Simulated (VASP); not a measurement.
Write the native input for VASP 6.6.1 that does the following.

```yaml
Task: single point
Functional: r2SCAN
Potentials_or_basis: VASP PAW PBE potentials, release 64 (Si)
Cutoff: 520 eV
k_mesh: 8 × 8 × 8
Occupations: gaussian, width 0.15 eV
Spin: no spin polarisation
Dipole_correction: no
Further_INCAR_settings: ALGO = Normal; EDIFF = 1e-07; NBANDS = 26
```

Si:

```
Si
1.0
     1.33937   -2.31793    4.77818
     1.33782   -2.31949   -4.77796
     2.79763    4.70647    0.00083
Si
8
Direct
  0.68728 0.43727 0.25006
  0.18723 0.93724 0.25005
  0.56281 0.31278 0.75004
  0.06282 0.81285 0.75007
  0.81272 0.06273 0.24990
  0.31275 0.56275 0.24998
  0.93717 0.18718 0.74996
  0.43721 0.68721 0.74993
```

The input as run:

POSCAR

```
Si
1.0
    1.3393721254     -2.3179312086      4.7781771647
    1.3378161342     -2.3194933970     -4.7779600196
    2.7976275058      4.7064712032      0.0008306252
Si
8
Direct
    0.6872847500      0.4372714117      0.2500640890
    1.1872312987      0.9372422965      0.2500496829
    0.5628073957      0.3127769599      0.7500413188
    1.0628177898      0.8128509578      0.7500683090
   -0.1872752076      0.0627293349      0.2499048408
    0.3127529909      0.5627460145      0.2499837497
   -0.0628266539      0.1871755646      0.7499562729
    0.4372076365      0.6872074602      0.7499317367
```

INCAR.step1

```
ALGO     = Normal         # electronic algorithm
EDIFF    = 1E-4           # SCF threshold, eV
ENCUT    = 520            # plane-wave cutoff, eV
GGA      = PE             # functional
ISMEAR   = 0              # smearing method
LASPH    = True           # aspherical terms in the spheres
LCHARG   = False          # write CHGCAR
LREAL    = False          # projectors in reciprocal space
LWAVE    = True           # write WAVECAR
NBANDS   = 26             # bands
NELM     = 80             # most SCF steps
PREC     = Accurate       # precision mode
SIGMA    = 0.15           # smearing width, eV
```

INCAR.step2

```
ALGO     = Normal         # electronic algorithm
EDIFF    = 1E-7           # SCF threshold, eV
ENCUT    = 520            # plane-wave cutoff, eV
ISIF     = 2              # what is computed and relaxed
ISMEAR   = 0              # smearing method
ISTART   = 1            
LASPH    = True           # aspherical terms in the spheres
LCHARG   = False          # write CHGCAR
LMIXTAU  = True         
LREAL    = False          # projectors in reciprocal space
LWAVE    = False          # write WAVECAR
METAGGA  = R2SCAN         # meta-GGA
NBANDS   = 26             # bands
NELM     = 80             # most SCF steps
PREC     = Accurate       # precision mode
SIGMA    = 0.15           # smearing width, eV
```

KPOINTS

```
k-points
0
Gamma
  8 8 8
```

Potentials or basis: VASP PAW PBE potentials, release 64 (Si).

The run is started by

```bash
$ cat potpaw_PBE.64/Si/POTCAR > POTCAR
$ cp INCAR.step1 INCAR
$ mpirun -np 1 vasp_std > vasp.out
$ cp INCAR.step2 INCAR
$ mpirun -np 1 vasp_std > vasp.out
```

Results of the run:

- Pressure: -0.1 GPa
- Band gap on the k mesh: zero (bands 16 and 17 overlap by 2.16 eV)

Caveat: the PAW data sets were made with another functional, which shifts forces and pressure a little.

Run time: 83 min on 1 thread of Oxide Virtual Turin-like Processor (shared host), peak memory 0.62 GiB.
